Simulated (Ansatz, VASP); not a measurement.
# One calculation of Sb, two programs

The input POSCAR:

```
Sb
1.0
    0.0000000000      2.3712425216      2.3712425216
    2.3712425216      0.0000000000      2.3712425216
    2.3712425216      2.3712425216      0.0000000000
Sb
1
Direct
    0.0000000000      0.0000000000      0.0000000000
```

INCAR.step1

```
SYSTEM = Sb
ALGO = Normal ; EDIFF = 1E-5
ENCUT = 600 ; GGA = PE
ISMEAR = -1 ; LASPH = .True.
LCHARG = .False. ; LREAL = .False.
LWAVE = .True. ; NBANDS = 8
NELM = 100 ; PREC = Accurate
SIGMA = 0.05
```

INCAR.step2

```
SYSTEM = Sb
AEXX = 0.25 ; ALGO = Normal
EDIFF = 1E-7 ; EDIFFG = -0.01
ENCUT = 600 ; GGA = PE
HFSCREEN = 0.3 ; IBRION = 2
ISIF = 3 ; ISMEAR = -1
ISTART = 1 ; LASPH = .True.
LCHARG = .False. ; LHFCALC = .True.
LREAL = .False. ; LWAVE = .False.
NELM = 100 ; NSW = 60
PREC = Accurate ; PRECFOCK = Normal
SIGMA = 0.05
```

Contents of KPOINTS:

```
k-points
0
Gamma
  5 5 5
  0 0 0
```

Contents of input:

```
crystal:
  lattice:
    - [0.0, 2.3712425216, 2.3712425216]
    - [2.3712425216, 0.0, 2.3712425216]
    - [2.3712425216, 2.3712425216, 0.0]
  atoms:
    - { symbol: Sb, position: [0.0, 0.0, 0.0] }
hamiltonian:
  xc: { exchange: pbe, correlation: pbe, exx: { coeff: 0.25, omega: 0.3 } }
  pseudopotentials: { kind: paw }
kpoints:
  mp_grid: { grid: [5, 5, 5] }
scf:
  occupations: { method: fermi_dirac, width: 0.05 }
output:
  forces: true
  stress: true
  eigenvalues: true
relax:
  f_tol: 0.01
  max_steps: 40
  cell: { stress_tol: 0.05 }
```

Alike in both runs: task relaxation of cell and atoms; functional PBE-based screened hybrid; k mesh 5 × 5 × 5; occupations fermi-dirac, width 0.05 eV; no spin polarisation.

|  | VASP | Ansatz |
| --- | --- | --- |
| version | VASP 6.6.1 | Ansatz 0.2.0 |
| potentials or method | VASP PAW PBE potentials, release 64 (Sb) | Ansatz PAW |
| plane-wave cutoff (eV) | 600 | 420 |
| valence electrons in the cell | 5 | 15 |

```tsv
	VASP	Ansatz	Ansatz less VASP
gap on the k mesh at the Fermi level, each at its own relaxed structure (eV)	none	none	-
relaxed volume (Å³/atom)	26.33	26.72	+0.388
relaxed cell length with the largest relative difference (Å)	3.339	3.356	+0.0163
```

VASP's potentials were made for PBE, not for PBE-based screened hybrid. A gap of «none» marks a metal or a gap that the smearing closes. VASP's potentials hold 5 valence electrons a cell and Ansatz's 15, so a difference there can come from the potentials and not from the codes.

The k mesh is coarse, so the values compare programs but aren't converged. Neither program's run includes spin-orbit coupling. Noted on Ansatz's run: the plane-wave basis is chosen anew once the cell has moved, so the energies of steps on either side of that aren't comparable.
